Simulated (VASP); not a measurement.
A run of VASP 6.6.1 is set up as follows.

Contents of INCAR:

```
PREC     = Accurate       # precision mode
ENCUT    = 600            # plane-wave cutoff, eV
EDIFF    = 1E-6           # SCF threshold, eV
ISMEAR   = 0              # smearing method
SIGMA    = 0.01           # smearing width, eV
LREAL    = False          # projectors in reciprocal space
LASPH    = True           # aspherical terms in the spheres
NELM     = 120            # most SCF steps
ALGO     = Normal         # electronic algorithm
ISIF     = 2              # what is computed and relaxed
LWAVE    = False          # write WAVECAR
LCHARG   = False          # write CHGCAR
GGA      = PE             # functional
NBANDS   = 16             # bands
GGA_COMPAT= False
```

Contents of KPOINTS:

```
regular mesh
0
Gamma
  7 7 4
```

POSCAR

```
AlN
1.0
    3.1539652241      0.0000000000      0.0000000000
   -1.5769826120      2.7314139237      0.0000000000
    0.0000000000      0.0000000000      5.0465469904
Al N
2 2
Direct
    0.3333333333      0.6666666667      0.0000000000
    0.6666666667      0.3333333333      0.5000000000
    0.3333333333      0.6666666667      0.3800000000
    0.6666666667      0.3333333333      0.8800000000
```

Potentials or basis: VASP PAW PBE potentials, release 64 (Al, N).

Launch:

```sh
$ cat potpaw_PBE.64/Al/POTCAR potpaw_PBE.64/N/POTCAR > POTCAR
$ mpirun -np 1 vasp_std > vasp.out
```

(1) Predict the pressure.

(2) Predict the band gap on the k mesh.

(3) Estimate the largest force.

Answers

(1) -4.2 GPa.

(2) 3.88 eV, direct.

(3) 0.101 eV/Å.
